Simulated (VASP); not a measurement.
The system is Ba.

```
CELL_PARAMETERS angstrom
3.91772 0.00000 0.00000
0.00000 3.91772 0.00000
0.00000 0.00000 3.91772
ATOMIC_POSITIONS crystal
Ba 0.00000 0.00000 0.00000
```

| Property | Result |
| --- | --- |
| Program | VASP 6.6.1 |
| Task | relaxation of cell and atoms |
| Functional | LDA |
| Potentials or basis | VASP PAW LDA potentials, release 64 (Ba_sv) |
| Cutoff | 600 eV |
| k mesh | 7 × 7 × 7, shifted |
| Occupations | fermi-dirac, width 0.05 eV |
| Spin | no spin polarisation |

At the start: pressure -1.0 GPa; volume 60.13 Å³/atom.

Question: Where does the relaxation end?

Answer: Over 3 steps the energy falls by 29.7 meV/atom and the volume is 52.36 Å³/atom (-12.9 %); space group Pm-3m (No. 221, to 0.05 Å).

Step by step:
```csv
step,energy change (eV),largest force (eV/Å),pressure (GPa),volume (Å³)
1,0.0000,0.0000,-1.03,60.13
2,-0.0184,0.0000,-0.73,56.82
3,-0.0297,0.0000,0.00,52.36
```

Final structure:
```
Ba
1.0
     3.74104    0.00000    0.00000
     0.00000    3.74104    0.00000
     0.00000    0.00000    3.74104
Ba
1
Cartesian
  0.0000 0.0000 0.0000
```
